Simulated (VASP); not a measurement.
Wanted: the native input for a VASP 6.6.1 run.

```yaml
Task: single point
Functional: PBEsol
Potentials_or_basis: VASP PAW PBE potentials, release 64 (Zn)
Cutoff: 520 eV
k_mesh: 24 × 24 × 10
Occupations: gaussian, width 0.15 eV
Spin: no spin polarisation
Dipole_correction: no
Further_INCAR_settings: ALGO = Fast; EDIFF = 1e-06; NBANDS = 19
```

The structure of Zn lies in POSCAR:

```
Zn
1.0
    2.6248260824      0.0000000000      0.0000000000
   -1.3124130412      2.2731660679      0.0000000000
    0.0000000000      0.0000000000      4.9467000000
Zn
2
Direct
    0.3333333333      0.6666666667      0.2500000000
    0.6666666667      0.3333333333      0.7500000000
```

This cell differs from its parent crystal: strain -0.0150 x Voigt [1, 1, 0, 0, 0, 0].

These files were run (other wordings do the same):

INCAR

```
PREC = Accurate ; ENCUT = 520
EDIFF = 1E-6 ; ISMEAR = 0
SIGMA = 0.15 ; LREAL = F
LASPH = T ; NELM = 100
ALGO = Fast ; ISIF = 2
LWAVE = F ; LCHARG = F
GGA = PS ; NBANDS = 19
```

KPOINTS

```
Automatic mesh
0
Gamma
  24 24 10
```

Potentials or basis: VASP PAW PBE potentials, release 64 (Zn).

Launch:

```console
$ cat potpaw_PBE.64/Zn/POTCAR > POTCAR
$ mpirun -np 1 vasp_std > vasp.out
```

Results of the run:

```
Pressure               : -2.2 GPa
Band gap on the k mesh : zero (bands 12 and 13 overlap by 4.68 eV)
```

Caveat: the cell differs from its parent crystal (strain -0.0150 x Voigt [1, 1, 0, 0, 0, 0]); the PAW data sets were made with another functional, which shifts forces and pressure a little.

Run time: 3.8 min on 1 thread of Intel Xeon 8259CL, with other jobs on the host, peak memory 0.27 GiB.
